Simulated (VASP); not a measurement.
# AlInH4 (F-43m) in VASP: notebook, part 2 of 3

VASP 6.6.1. The steps go on from the part before.

**4. Single point, PBE**

This run uses another cell than the first one, of 18.07 Å³/atom.

Input file INCAR:

```
PREC     = Accurate       # precision mode
ENCUT    = 520            # plane-wave cutoff, eV
EDIFF    = 1E-6           # SCF threshold, eV
ISMEAR   = 0              # smearing method
SIGMA    = 0.02           # smearing width, eV
LREAL    = F              # projectors in reciprocal space
LASPH    = T              # aspherical terms in the spheres
NELM     = 60             # most SCF steps
ALGO     = Normal         # electronic algorithm
ISIF     = 2              # what is computed and relaxed
LWAVE    = F              # write WAVECAR
LCHARG   = F              # write CHGCAR
GGA      = PE             # functional
NBANDS   = 19             # bands
```

Input file KPOINTS:

```
regular mesh
0
Gamma
  6 6 6
```

Input file POSCAR:

```
AlInH4
1.0
    0.0000000000      3.7847743983      3.7847743983
    3.7847743983      0.0000000000      3.7847743983
    3.7847743983      3.7847743983      0.0000000000
Al In H
1 1 4
Direct
    0.5000000000      0.5000000000      0.5000000000
    0.2500000000      0.2500000000      0.2500000000
    0.6247993631      0.1256019108      0.6247993631
    0.6247993631      0.6247993631      0.6247993631
    0.1256019108      0.6247993631      0.6247993631
    0.6247993631      0.6247993631      0.1256019108
```

Potentials or basis: VASP PAW PBE potentials, release 64 (Al, In_d, H).

On the command line:

```sh
cat potpaw_PBE.64/Al/POTCAR potpaw_PBE.64/In_d/POTCAR potpaw_PBE.64/H/POTCAR > POTCAR
mpirun -np 1 vasp_std > vasp.out
```

OUTCAR:

```text
PREC = Accurate
   ENCUT = 520
   EDIFF = 1E-6
   ISMEAR = 0
   LREAL = F
   LASPH = T
   NELM = 60
   ISIF = 2
   GGA = PE

 ion  position               nearest neighbor table
   1  0.500  0.500  0.500-   3 1.64   5 1.64   6 1.64   4 1.64   2 3.28   2 3.28   2 3.28   2 3.28

   2  0.250  0.250  0.250-   1 3.28   1 3.28   1 3.28   1 3.28
   3  0.625  0.126  0.625-   1 1.64
   4  0.625  0.625  0.625-   1 1.64
   5  0.126  0.625  0.625-   1 1.64
   6  0.625  0.625  0.126-   1 1.64

  LATTYP: Found a face centered cubic cell.
 ALAT       =     7.5695487966

  Lattice vectors:

 A1 = (   0.0000000000,   3.7847743983,   3.7847743983)
 A2 = (   3.7847743983,   0.0000000000,   3.7847743983)
 A3 = (   3.7847743983,   3.7847743983,   0.0000000000)

Analysis of symmetry for initial positions (statically):
=====================================================================
 Subroutine PRICEL returns:
 Original cell was already a primitive cell.

 Routine SETGRP: Setting up the symmetry group for a
 face centered cubic supercell.

 Subroutine GETGRP returns: Found 24 space group operations
 (whereof 24 operations were pure point group operations)
 out of a pool of 48 trial point group operations.

The static configuration has the point symmetry T_d .

Analysis of symmetry for dynamics (positions and initial velocities):
=====================================================================
 Subroutine PRICEL returns:
 Original cell was already a primitive cell.

 Routine SETGRP: Setting up the symmetry group for a
 face centered cubic supercell.

 Subroutine GETGRP returns: Found 24 space group operations
 (whereof 24 operations were pure point group operations)
 out of a pool of 48 trial point group operations.

The dynamic configuration has the point symmetry T_d .

 Subroutine INISYM returns: Found 24 space group operations
 (whereof 24 operations are pure point group operations),
 and found     1 'primitive' translations

----------------------------------------------------------------------------------------

                                     Primitive cell

  volume of cell :     108.4301

  direct lattice vectors                    reciprocal lattice vectors
     0.000000000  3.784774398  3.784774398    -0.132108271  0.132108271  0.132108271
     3.784774398  0.000000000  3.784774398     0.132108271 -0.132108271  0.132108271
     3.784774398  3.784774398  0.000000000     0.132108271  0.132108271 -0.132108271

  length of vectors
     5.352479285  5.352479285  5.352479285     0.228818237  0.228818237  0.228818237

  position of ions in fractional coordinates (direct lattice)
     0.500000000  0.500000000  0.500000000
     0.250000000  0.250000000  0.250000000
     0.624799363  0.125601911  0.624799363
     0.624799363  0.624799363  0.624799363
     0.125601911  0.624799363  0.624799363
     0.624799363  0.624799363  0.125601911

  ion indices of the primitive-cell ions
   primitive index   ion index
                 1           1
                 2           2
                 3           3
                 4           4
                 5           5
                 6           6

----------------------------------------------------------------------------------------
[... 28 lines left out ...]
  0.166667  0.000000  0.000000      8.000000
  0.333333  0.000000  0.000000      8.000000
  0.500000  0.000000  0.000000      4.000000
  0.166667  0.166667  0.000000      6.000000
  0.333333  0.166667  0.000000     24.000000
[... 8 lines left out ...]
 -0.333333  0.333333  0.166667     24.000000
 -0.333333  0.500000  0.166667     12.000000
   k-points           NKPTS =     16   k-points in BZ     NKDIM =     16   number of bands    NBANDS=     19
   number of dos      NEDOS =    301   number of ions     NIONS =      6
   total plane-waves  NPLWV =  64000
   dimension x,y,z NGX =    40 NGY =   40 NGZ =   40
   dimension x,y,z NGXF=    80 NGYF=   80 NGZF=   80
   ions per type =               1   1   4
   NGX,Y,Z   is equivalent  to a cutoff of  12.42, 12.42, 12.42 a.u.
   NGXF,Y,Z  is equivalent  to a cutoff of  24.85, 24.85, 24.85 a.u.
 SYSTEM =  unknown system
   PREC   = accura    normal or accurate (medium, high low for compatibility)
   ISTART =      0    job   : 0-new  1-cont  2-samecut
   ICHARG =      2    charge: 1-file 2-atom 10-const
   ISPIN  =      1    spin polarized calculation?
   LNONCOLLINEAR =      F non collinear calculations
   LSORBIT =      F    spin-orbit coupling
   LASPH  =      T    aspherical Exc in radial PAW
   ENCUT  =  520.0 eV  38.22 Ry    6.18 a.u.   9.95  9.95  9.95*2*pi/ulx,y,z
   NELM   =     60;   NELMIN=  2; NELMDL= -5     # of ELM steps
   EDIFF  = 0.1E-05   stopping-criterion for ELM
   LREAL  =      F    real-space projection
   EDIFFG = 0.1E-04   stopping-criterion for IOM
   NSW    =      0    number of steps for IOM
   IBRION =     -1    ionic relax: 0-MD 1-quasi-New 2-CG
   NFREE  =      0    steps in history (QN), initial steepest desc. (CG)
   ISIF   =      2    stress and relaxation
   ISYM   =      2    0-nonsym 1-usesym 2-fastsym
   POTIM  = 0.5000    time-step for ionic-motion
   TEBEG  =    0.0;   TEEND  =   0.0 temperature during run
   PSTRESS=    0.0 pullay stress
   NELECT =      20.0000    total number of electrons
   NUPDOWN=      -1.0000    fix difference up-down
   EMIN   =  10.00;   EMAX   =-10.00  energy-range for DOS
   EFERMI =   0.00;   METHOD = LEGACY
   ISMEAR =     0;   SIGMA  =   0.02  broadening in eV -4-tet -1-fermi 0-gaus
   EFERMI_NEDOS =   21; number of points for ismear=-14 and -15
   IALGO  =     38    algorithm
   IMIX   =      4    mixing-type and parameters
     AMIX     =   0.40;   BMIX     =  1.00
     AMIX_MAG =   1.60;   BMIX_MAG =  1.00
  volume/ion in A,a.u.               =      18.07       121.95
  Fermi-wavevector in a.u.,A,eV,Ry     =   0.931898  1.761031 11.815749  0.868433
  Thomas-Fermi vector in A             =   2.058439
   LORBIT       =      0    0 simple, 1 ext, 2 COOP (PROOUT), +10 PAW based schemes
   GGA     = PE    functional components
   LHFCALC =     F    Hartree Fock is set to
   AEXX    =    0.0000 exact exchange contribution
   IVDW    =     0    specifies the selected vdW correction
   LEPSILON=     F    determine dielectric tensor
   LRPA    =     F    only Hartree local field effects (RPA)
 non-spin polarized calculation
 Gauss-broadening in eV      SIGMA  =   0.02
  energy-cutoff  :      520.00
  volume of cell :      108.43
 maximum number of plane-waves:      2954
   NGX = 19   NGY = 19   NGZ = 19

 number of electron      19.9999990 magnetization

 Free energy of the ion-electron system (eV)
  ---------------------------------------------------
  ext. energy  EPLUGINS =         0.00000000
  ---------------------------------------------------
  free energy    TOTEN  =       -18.30748570 eV

  energy without entropy =      -18.30748570  energy(sigma->0) =      -18.30748570

 E-fermi :  -0.6782     XC(G=0):  -7.0582

 val. band max:       -0.7985270666   @ k =  -0.3333   0.3333   0.1667
 cond. band min:       2.4053130855   @ k =   0.0000   0.0000   0.0000
 fundamental gap:      3.2038401520
 Fermi energy:        -0.6781536722

 k-point     1 :       0.0000    0.0000    0.0000
  band No.  band energies     occupation
      1     -14.0445      2.00000
      2     -14.0445      2.00000
      3     -14.0445      2.00000
      4     -14.0238      2.00000
      5     -14.0238      2.00000
      6      -6.8193      2.00000
[... 329 lines left out ...]
      6      -5.3592      2.00000
[... 11 lines left out ...]
     18       9.5313      0.00000
     19       9.8994      0.00000

------------------------ aborting loop because EDIFF is reached ----------------------------------------

  FORCE on cell =-STRESS in cart. coord.  units (eV):
  Direction    XX          YY          ZZ          XY          YZ          ZX
  --------------------------------------------------------------------------------------
  -------------------------------------------------------------------------------------
  Total       -0.0399883     -0.0399883     -0.0399883      0.0000000      0.0000000      0.0000000
  in kB       -0.5908721     -0.5908721     -0.5908721      0.0000000      0.0000000      0.0000000
  external PRESSURE =      -0.5908721 kB  Pullay stress =       0.0000000 kB

 VOLUME and BASIS-vectors are now :
 -----------------------------------------------------------------------------
  energy-cutoff  :      520.00
  volume of cell :      108.43
      direct lattice vectors                 reciprocal lattice vectors
     0.000000000  3.784774398  3.784774398    -0.132108271  0.132108271  0.132108271
     3.784774398  0.000000000  3.784774398     0.132108271 -0.132108271  0.132108271
     3.784774398  3.784774398  0.000000000     0.132108271  0.132108271 -0.132108271

 POSITION                                       TOTAL-FORCE (eV/Angst)
 -----------------------------------------------------------------------------------
      3.78477      3.78477      3.78477        -0.000000     -0.000000     -0.000000
      1.89239      1.89239      1.89239        -0.000000     -0.000000     -0.000000
      2.84010      4.72945      2.84010         0.000518     -0.000518      0.000518
      4.72945      4.72945      4.72945        -0.000518     -0.000518     -0.000518
      4.72945      2.84010      2.84010        -0.000518      0.000518      0.000518
      2.84010      2.84010      4.72945         0.000518      0.000518     -0.000518
 -----------------------------------------------------------------------------------
    total drift:                               -0.000000     -0.000000     -0.000000

  FREE ENERGIE OF THE ION-ELECTRON SYSTEM (eV)
  ---------------------------------------------------
  free  energy   TOTEN  =       -18.3074856961 eV

  energy  without entropy=      -18.3074856961  energy(sigma->0) =      -18.30748570
```

Run time: 28 s. Hardware: 1 thread of AMD EPYC 7R13 (Zen 3), shared host; peak memory 0.22 GiB.

What came out:

| Property | Result |
| --- | --- |
| Free energy | -18.3075 eV |
| Pressure | -0.1 GPa |
| Band gap on the k mesh | 3.20 eV (least direct gap 3.38 eV) |

Levels at points of the mesh, in eV from the valence-band top:
```csv
k point,band 8,band 9,band 10,band 11,band 12,band 13
"(0.00, 0.00, 0.00)",-0.58,-0.58,-0.53,3.20,3.20,3.20
"(0.50, 0.00, 0.00)",-0.76,-0.76,-0.66,3.30,3.30,4.78
"(0.50, 0.50, 0.00)",-1.17,-1.17,-1.09,3.42,4.31,4.31
```

Caveat: spin-orbit coupling is left out, which moves the levels of the heavy elements. A k mesh can miss the band edges.

**5. Relaxation of cell and atoms, PBE**

Input file INCAR:

```
PREC = Accurate ; ENCUT = 600
EDIFF = 1E-7 ; ISMEAR = 0
SIGMA = 0.1 ; LREAL = False
LASPH = True ; NELM = 80
ALGO = Normal ; ISIF = 3
LWAVE = False ; LCHARG = False
GGA = PE ; IBRION = 2
NSW = 90 ; EDIFFG = -0.04
```

Input file KPOINTS:

```
Automatic mesh
0
Gamma
  4 4 4
```

Input file POSCAR:

```
AlInH4
1.0
    0.0000000000      3.4127925300      3.4127925300
    3.4127925300      0.0000000000      3.4127925300
    3.4127925300      3.4127925300      0.0000000000
Al In H
1 1 4
Direct
    0.5000000000      0.5000000000      0.5000000000
    0.7500000000      0.7500000000      0.7500000000
    0.3237170300      0.3237170300      0.3237170300
    0.3237170300      0.3237170300      0.0288489100
    0.3237170300      0.0288489100      0.3237170300
    0.0288489100      0.3237170300      0.3237170300
```

On the command line:

```sh
cat potpaw_PBE.64/Al/POTCAR potpaw_PBE.64/In_d/POTCAR potpaw_PBE.64/H/POTCAR > POTCAR
mpirun -np 1 vasp_std > vasp.out
```

Run time: 2.3 min. Hardware: 1 thread of AMD EPYC 7R13 (Zen 3), shared host; peak memory 0.22 GiB.

The run converged. Its results:

```
Free energy                           : -18.2968 eV
Relaxed volume                        : 17.84 Å³/atom
Relaxed cell                          : a = 5.330 Å, b = 5.330 Å, c = 5.330 Å, α = 60.00°, β = 60.00°, γ = 60.00°
Space group after relaxing (to 0.1 Å) : F-43m (No. 216)
Energy gained by relaxing             : 413.8 meV/atom
Ionic steps                           : 13
Pressure after relaxing               : -0.1 GPa
Largest force after relaxing          : 0.024 eV/Å
Band gap on the k mesh                : 3.14 eV (least direct gap 3.37 eV)
```

Forces on the atoms (eV/Å):
```
Al   0.000  0.000  0.000
In   0.000  0.000  0.000
H    0.014  0.014  0.014
H   -0.014 -0.014  0.014
H   -0.014  0.014 -0.014
H    0.014 -0.014 -0.014
```

The path:
| step | energy change (eV) | largest force (eV/Å) | pressure (GPa) | volume (Å³) |
| --- | --- | --- | --- | --- |
| 1 | 0.0000 | 1.4723 | -5.58 | 79.50 |
| 2 | -0.5557 | 1.4603 | -2.92 | 74.30 |
| 3 | -0.9389 | 0.0624 | 17.41 | 60.08 |
| 4 | -1.0966 | 1.0883 | 5.07 | 66.28 |
| 5 | -1.1323 | 0.8811 | 7.97 | 64.45 |
| 6 | -1.5781 | 0.3183 | 9.22 | 67.60 |
| 7 | -1.7352 | 0.5667 | 11.57 | 70.64 |
| 8 | -2.1431 | 0.3454 | 6.32 | 79.59 |
| 9 | -2.4420 | 0.0645 | 1.48 | 95.55 |
| 10 | -2.4782 | 0.0402 | 0.23 | 102.90 |
| 11 | -2.4816 | 0.0784 | -0.15 | 105.83 |
| 12 | -2.4816 | 0.0886 | -0.25 | 106.63 |
| 13 | -2.4830 | 0.0240 | -0.08 | 107.06 |

Final structure:
```cif
data_structure
_symmetry_space_group_name_H-M 'P 1'
_symmetry_Int_Tables_number 1
_cell_length_a 5.3299
_cell_length_b 5.3299
_cell_length_c 5.3299
_cell_angle_alpha 60.000
_cell_angle_beta 60.000
_cell_angle_gamma 60.000
_cell_volume 107.06
loop_
_atom_site_label
_atom_site_type_symbol
_atom_site_fract_x
_atom_site_fract_y
_atom_site_fract_z
_atom_site_occupancy
Al1 Al 0.50000 0.50000 0.50000 1
In1 In 0.75000 0.75000 0.75000 1
H1 H 0.37451 0.37451 0.37451 1
H2 H 0.37451 0.37451 0.87647 1
H3 H 0.37451 0.87647 0.37451 1
H4 H 0.87647 0.37451 0.37451 1
```

Levels at points of the mesh, in eV from the valence-band top:
```csv
k point,band 7,band 8,band 9,band 10,band 11,band 12,band 13,band 14
"(0.00, 0.00, 0.00)",-0.64,-0.64,-0.64,-0.54,3.14,3.14,3.14,5.49
"(0.50, 0.00, 0.00)",-3.26,-0.83,-0.83,-0.71,3.24,3.24,4.73,7.34
"(0.50, 0.50, 0.00)",-3.52,-1.24,-1.24,-1.17,3.36,4.28,4.28,8.19
```

Caveat: the volume moved by over 15 % at a fixed basis, so the end points are rough; spin-orbit coupling is left out, which moves the levels of the heavy elements. A k mesh can miss the band edges.

[end of part 2 of 3]
